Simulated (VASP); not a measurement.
**WC: single point with PBEsol**

Slab: WC, a slab with vacuum.

```
W C
1.0
     0.00000    2.19268    2.19268
     2.19268    0.00000    2.19268
     4.96272    4.96272   -0.57735
W C
2 2
Direct
  0.00000 0.00000 0.00000
  0.05497 0.05497 0.41754
  0.52749 0.52749 0.20877
  0.58246 0.58246 0.62631
```

```yaml
Program: VASP 6.6.1
Task: single point
Functional: PBEsol
Potentials_or_basis: VASP PAW PBE potentials, release 64 (W_sv, C)
Cutoff: 520 eV
k_mesh: 7 × 7 × 7
Occupations: methfessel-paxton, width 0.1 eV
Spin: no spin polarisation
Dipole_correction: no
Further_INCAR_settings: ALGO = Normal; EDIFF = 1e-06; NBANDS = 26
```

```
Largest force          : 1.793 eV/Å
Band gap on the k mesh : zero (band 18 reaches 9.58 eV, above the bottom of band 19 at 8.30 eV)
```

Forces on the atoms (eV/Å):
```
W    0.757  0.757 -0.757
W    0.199  0.199 -0.199
C   -1.035 -1.035  1.035
C    0.079  0.079 -0.079
```

Levels at points of the mesh, in eV from the Fermi level:
```csv
k point,band 14,band 15,band 16,band 17,band 18,band 19,band 20,band 21,band 22,band 23
"(0.00, 0.00, 0.00)",-3.53,-2.20,-2.20,-1.00,-0.96,-0.96,0.69,0.69,1.39,1.80
```

Run time: 26 s on 1 thread of Intel(R) Xeon(R) 6975P-C (Granite Rapids), on a shared host, peak memory 0.2 GiB.

Caveat: the PAW data sets were made with another functional, which shifts forces and pressure a little; spin-orbit coupling is left out, which moves the levels of the heavy elements.
